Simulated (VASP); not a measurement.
# Al (P6_3/mmc) in VASP: further runs, part 3 of 3

VASP 6.6.1. The steps go on from the part before.

## Step 6: Single point, PBE+D3(BJ) (15.09 Å³/atom)

This run uses another cell than the first one, of 15.09 Å³/atom.

INCAR

```
SYSTEM = Al
PREC = Accurate ; ENCUT = 520
EDIFF = 1E-6 ; ISMEAR = 0
SIGMA = 0.15 ; LREAL = .FALSE.
LASPH = .TRUE. ; NELM = 80
ALGO = Normal ; ISIF = 2
LWAVE = .FALSE. ; LCHARG = .FALSE.
GGA = PE ; IVDW = 12
NBANDS = 14
```

KPOINTS

```
regular mesh
0
G
  18 18 6
  0 0 0
```

POSCAR

```
Al
1.0
    2.7838249248      0.0000000000      0.0000000000
   -1.3919124624      2.4108631046      0.0000000000
    0.0000000000      0.0000000000      8.9948167147
Al
4
Direct
    0.0000000000      0.0000000000      0.0000000000
    0.3333333333      0.6666666667      0.2500000000
    0.0000000000      0.0000000000      0.5000000000
    0.6666666667      0.3333333333      0.7500000000
```

Potentials or basis: VASP PAW PBE potentials, release 64 (Al).

On the command line:

```sh
> cat potpaw_PBE.64/Al/POTCAR > POTCAR
> mpirun -np 1 vasp_std > vasp.out
```

OUTCAR:

```text
SYSTEM = Al
   PREC = Accurate
   ENCUT = 520
   EDIFF = 1E-6
   ISMEAR = 0
   LREAL = .FALSE.
   LASPH = .TRUE.
   NELM = 80
   ISIF = 2
   GGA = PE
   IVDW = 12
 IVDW          = 12

 ion  position               nearest neighbor table
   1  0.000  0.000  0.000-   2 2.76   4 2.76   4 2.76   2 2.76   4 2.76   2 2.76
   2  0.333  0.667  0.250-   1 2.76   3 2.76   1 2.76   3 2.76   1 2.76   3 2.76
   3  0.000  0.000  0.500-   2 2.76   4 2.76   4 2.76   2 2.76   4 2.76   2 2.76
   4  0.667  0.333  0.750-   1 2.76   3 2.76   1 2.76   3 2.76   1 2.76   3 2.76

  LATTYP: Found a hexagonal cell.
 ALAT       =     2.7838249248
 C/A-ratio  =     3.2311000001

  Lattice vectors:

 A1 = (   2.7838249248,   0.0000000000,   0.0000000000)
 A2 = (  -1.3919124624,   2.4108631046,   0.0000000000)
 A3 = (   0.0000000000,   0.0000000000,   8.9948167147)

Analysis of symmetry for initial positions (statically):
=====================================================================
 Subroutine PRICEL returns:
 Original cell was already a primitive cell.

 Routine SETGRP: Setting up the symmetry group for a
 hexagonal supercell.

 Subroutine GETGRP returns: Found 24 space group operations
[... 193 lines left out ...]
     13      21.2376      0.00000
     14      21.3441      0.00000
[... 377 lines left out ...]
      1       2.3526      2.00000
      2       4.0610      2.00000
      3       4.0723      2.00000
      4       5.0220      2.00000
      5       6.8077      2.00000
      6       6.8232      2.00000
      7       8.9684      0.87828
      8       9.6505      0.00000
      9      11.3591      0.00000
     10      11.5604      0.00000
     11      12.8858      0.00000
     12      13.4245      0.00000
     13      13.8145      0.00000
     14      17.5683      0.00000

 [... further k-points ...]

------------------------ aborting loop because EDIFF is reached ----------------------------------------

 Edisp (eV)   -1.47610

 E8    (eV) :    -0.6610

  FORCE on cell =-STRESS in cart. coord.  units (eV):
  Direction    XX          YY          ZZ          XY          YZ          ZX
  --------------------------------------------------------------------------------------
  -------------------------------------------------------------------------------------
  Total       1.52794     1.52794     2.21187     0.00000    -0.00000     0.00000
  in kB      40.55179    40.55179    58.70338     0.00000    -0.00000     0.00000
  external pressure =       46.60 kB  Pullay stress =        0.00 kB

 VOLUME and BASIS-vectors are now :
 -----------------------------------------------------------------------------
  energy-cutoff  :      520.00
  volume of cell :       60.37
      direct lattice vectors                 reciprocal lattice vectors
     2.783824925  0.000000000  0.000000000     0.359217992  0.207394604  0.000000000
    -1.391912462  2.410863105  0.000000000     0.000000000  0.414789209  0.000000000
     0.000000000  0.000000000  8.994816715     0.000000000  0.000000000  0.111175139

 POSITION                                       TOTAL-FORCE (eV/Angst)
 -----------------------------------------------------------------------------------
      0.00000      0.00000      0.00000         0.000000      0.000000      0.000000
     -0.00000      1.60724      2.24870        -0.000000      0.000000      0.000000
      0.00000      0.00000      4.49741         0.000000      0.000000      0.000000
      1.39191      0.80362      6.74611         0.000000     -0.000000     -0.000000
 -----------------------------------------------------------------------------------
    total drift:                                0.000000      0.000000      0.000000

  FREE ENERGIE OF THE ION-ELECTRON SYSTEM (eV)
  ---------------------------------------------------
  free  energy   TOTEN  =       -16.2692592853 eV

  energy  without entropy=      -16.2533551144  energy(sigma->0) =      -16.26130720
```

It took 36 s on 1 thread of Intel Xeon 6975P-C (Granite Rapids), shared host; peak memory 0.25 GiB.

Results:

```yaml
Free_energy: -16.2693 eV
Pressure: 4.7 GPa
Band_gap_on_the_k_mesh: zero (bands 6 and 7 overlap by 5.84 eV)
Dispersion_energy_per_atom: -0.369 eV
```

Levels at points of the mesh, in eV from the Fermi level:
```csv
k point,band 2,band 3,band 4,band 5,band 6,band 7,band 8,band 9,band 10,band 11
"(0.00, 0.00, 0.00)",-9.94,-9.94,-4.88,-4.36,3.84,3.86,11.21,11.21,11.31,11.31
"(0.50, 0.00, 0.00)",-5.52,-4.18,-4.14,-3.44,-3.39,0.82,1.24,1.61,1.93,5.90
"(0.00, 0.00, 0.50)",-11.30,-7.71,-7.71,-0.74,-0.74,9.00,9.00,11.55,11.55,11.55
"(0.50, 0.00, 0.50)",-5.17,-5.08,-5.08,-1.93,-1.93,-1.22,-1.22,4.91,4.91,5.02
```

Caveat: the cell stands under pressure.

## Step 7: The runs side by side

```tsv
cell	gap on the mesh (eV)	pressure (GPa)
a = 2.783, b = 2.783, c = 8.849 Å, angles 90.0, 90.0, 120.0°, 4 atoms	none	6.6
a = 2.725, b = 2.725, c = 9.388 Å, angles 90.0, 90.0, 120.0°, 4 atoms	none	5.1
a = 2.814, b = 2.814, c = 8.805 Å, angles 90.0, 90.0, 120.0°, 4 atoms	none	4.9
a = 2.696, b = 2.696, c = 9.591 Å, angles 90.0, 90.0, 120.0°, 4 atoms	none	5.7
a = 2.784, b = 2.784, c = 8.995 Å, angles 90.0, 90.0, 120.0°, 4 atoms	none	4.7
```

Alike in all rows: task single point; level PBE+D3(BJ); potentials or basis VASP PAW PBE potentials, release 64 (Al); no spin polarisation; k mesh 18 × 18 × 6; cutoff (eV) 520; smearing gaussian 0.15 eV.

Caveats: the cell stands under pressure.

Total energies depend on the potentials used, so only differences within one code and one set of settings carry meaning.
